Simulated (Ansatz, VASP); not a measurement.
# NaF: VASP beside Ansatz

```
Na F
1.0
     2.83483    0.00000    0.00000
     0.00000    2.79349    0.00000
     0.00000    0.00000    2.79349
Na F
1 1
Direct
  0.00000 0.00000 0.00000
  0.50000 0.50000 0.50000
```

Change from the starting cell: uniaxial_x strain +1.5%.

Alike in both runs: task single point; functional r2SCAN; k mesh 10 × 10 × 10; no spin polarisation.

|  | VASP | Ansatz |
| --- | --- | --- |
| version | VASP 6.6.1 | Ansatz 0.2.0 |
| potentials or method | VASP PAW PBE potentials, release 64 (Na_pv, F) | plane waves, PAW |
| plane-wave cutoff (eV) | 520 | 500 |
| occupations | gaussian, width 0.01 eV | fixed |
| valence electrons in the cell | 14 | 16 |

Ansatz gave:

- gap on the k mesh at the Fermi level (eV): 6.93
- pressure (GPa): -0.8
- traceless stress, the component that is largest in VASP (GPa): -1.66

**Question.** Estimate VASP's values.

**Answer.** gap on the k mesh at the Fermi level (eV): 6.98; pressure (GPa): -1.6; traceless stress, the component that is largest in VASP (GPa): -1.64.

VASP's potentials were made for PBE, not for r2SCAN. VASP's potentials hold 14 valence electrons a cell and Ansatz's 16, so a difference there can come from the potentials and not from the codes.
